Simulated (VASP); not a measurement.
Input of a VASP 6.6.1 run:

Contents of INCAR:

```
PREC = Accurate
ENCUT = 600
EDIFF = 1E-6
ISMEAR = 0
SIGMA = 0.1
LREAL = F
LASPH = T
NELM = 80
ALGO = Normal
ISIF = 3
LWAVE = F
LCHARG = F
GGA = PE
IBRION = 2
NSW = 90
EDIFFG = -0.04
```

The input KPOINTS:

```
regular mesh
0
Gamma
  8 8 8
```

The input POSCAR:

```
C
1.0
   -2.1118723600      2.1118723600      1.2674977700
    2.1118723600     -2.1118723600      1.2674977700
    2.1118723600      2.1118723600     -1.2674977700
C
4
Direct
    0.6804985700      0.6804985700      0.3609971300
    0.3195014300      0.3195014300      0.6390028700
    0.3195014300      0.6804985700      0.0000000000
    0.6804985700      0.3195014300      0.0000000000
```

Potentials or basis: VASP PAW PBE potentials, release 64 (C).

Command:

```bash
$ cat potpaw_PBE.64/C/POTCAR > POTCAR
$ mpirun -np 1 vasp_std > vasp.out
```

(1) Predict the band gap on the k mesh.

(2) Estimate the relaxed volume.

(3) Predict the relaxed cell.

## Answers

(1) 2.53 eV, indirect (least direct gap 4.72 eV).

(2) 6.02 Å³/atom.

(3) a = 3.341 Å, b = 3.341 Å, c = 3.341 Å, α = 98.12°, β = 98.12°, γ = 135.86°.
